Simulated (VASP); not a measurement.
**Se: electric field gradients with PBEsol**

Crystal: Se.

```xyz
6
Lattice="5.8514 3.3783 1.4763 -5.8514 3.3783 1.4763 0.0000 -6.7566 1.4763" Properties=species:S:1:pos:R:3 pbc="T T T"
Se    0.6913   -4.7066    2.0098
Se    3.7304    2.9520    2.0098
Se   -4.4218    1.7546    2.0098
Se   -0.6913    4.7066    2.4192
Se   -3.7304   -2.9520    2.4192
Se    4.4218   -1.7546    2.4192
```

This cell differs from its parent crystal: equal xx and yy strain of +3 %.

```json
{
  "Program": "VASP 6.6.1",
  "Task": "electric field gradients",
  "Functional": "PBEsol",
  "Potentials or basis": "VASP PAW PBE potentials, release 64 (Se)",
  "Cutoff": "520 eV",
  "k mesh": "6 × 6 × 6",
  "Occupations": "fermi-dirac, width 0.01 eV",
  "Spin": "no spin polarisation",
  "Dipole correction": "no",
  "Further INCAR settings": "ALGO = Normal; EDIFF = 1e-08; NBANDS = 27"
}
```

The pressure is -3.1 GPa, the largest force is 0.373 eV/Å and the band gap on the k mesh is 0.86 eV (least direct gap 1.13 eV). The largest electric field gradient by atom is Se -561.7 V/Å².

Forces on the atoms (eV/Å):
```
Se  -0.003 -0.256 -0.272
Se   0.223  0.125 -0.272
Se  -0.220  0.131 -0.272
Se   0.003  0.256  0.272
Se  -0.223 -0.125  0.272
Se   0.220 -0.131  0.272
```

Stress tensor (GPa, compression positive):
```
-3.96  0.00  0.00
 0.00 -3.96  0.00
 0.00  0.00 -1.33
```

Levels at points of the mesh, in eV from the valence-band top:
| k point | band 16 | band 17 | band 18 | band 19 | band 20 | band 21 |
| --- | --- | --- | --- | --- | --- | --- |
| (0.00, 0.00, 0.00) | -0.87 | -0.70 | -0.70 | 1.38 | 1.38 | 2.13 |
| (0.50, 0.00, 0.00) | -1.06 | -0.46 | -0.43 | 1.36 | 1.55 | 2.22 |
| (0.50, 0.50, 0.00) | -1.14 | -0.88 | -0.51 | 1.14 | 1.45 | 2.03 |
| (0.50, 0.50, 0.50) | -1.36 | -1.36 | 0.00 | 1.13 | 1.13 | 1.67 |

Electric field gradients, principal values (V/Å²):
```csv
atom,least,middle,greatest (by size)
1 Se,209.274,352.475,-561.749
2 Se,209.274,352.475,-561.749
3 Se,209.274,352.475,-561.749
4 Se,209.274,352.475,-561.749
5 Se,209.274,352.475,-561.749
6 Se,209.274,352.475,-561.749
```

It took 8.1 min on 1 thread of AMD EPYC 7R13 (shared host), peak memory 0.42 GiB.

Caveat: the cell differs from its parent crystal (equal xx and yy strain of +3 %); the cell stands under tension; this functional lacks dispersion, which holds the molecules together, so the pressure and a relaxed volume are unreliable; without QUAD_EFG the Cq values of the log hold for a quadrupole moment of 1 mb, not for the nuclei; the PAW data sets were made with another functional, which shifts forces and pressure a little. A k mesh can miss the band edges.
